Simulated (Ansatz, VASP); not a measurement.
One calculation of BaPPt, two programs

```
CELL_PARAMETERS angstrom
6.45359 0.00000 0.00000
0.00000 6.45359 0.00000
0.00000 0.00000 6.45359
ATOMIC_POSITIONS crystal
Ba 0.63848 0.36152 0.86152
Ba 0.36152 0.86152 0.63848
Ba 0.13848 0.13848 0.13848
Ba 0.86152 0.63848 0.36152
P 0.58351 0.91649 0.08351
P 0.08351 0.58351 0.91649
P 0.91649 0.08351 0.58351
P 0.41649 0.41649 0.41649
Pt 0.15092 0.34908 0.65092
Pt 0.65092 0.15092 0.34908
Pt 0.84908 0.84908 0.84908
Pt 0.34908 0.65092 0.15092
```

Alike in both runs: functional LDA; k mesh 6 × 6 × 6; occupations gaussian, width 0.1 eV; no spin polarisation.

Ansatz relaxed the structure, and its values are those at the end. VASP's run is a single point on that final structure, the one shown.

|  | VASP | Ansatz |
| --- | --- | --- |
| version | VASP 6.6.1 | Ansatz 0.2.0 |
| potentials or method | VASP PAW LDA potentials, release 64 (Ba_sv, P, Pt), cutoff 520 eV | scalar-relativistic, plane waves, PAW |
| valence electrons in the cell | 100 | 132 |

VASP gave:

- gap on the k mesh at the Fermi level (eV): none
- pressure (GPa): 1.1
- rms of the force components (eV/Å): 0.010

Q: Which values does Ansatz return?

A: gap on the k mesh at the Fermi level (eV): none; pressure (GPa): 0.0; rms of the force components (eV/Å): 0.002.

LDA's correlation is that of Perdew and Zunger in VASP and of Perdew and Wang (1992) in Ansatz. A gap of «none» marks a metal or a gap that the smearing closes. VASP's potentials hold 100 valence electrons a cell and Ansatz's 132, so a difference there can come from the potentials and not from the codes.

Neither program's run includes spin-orbit coupling.
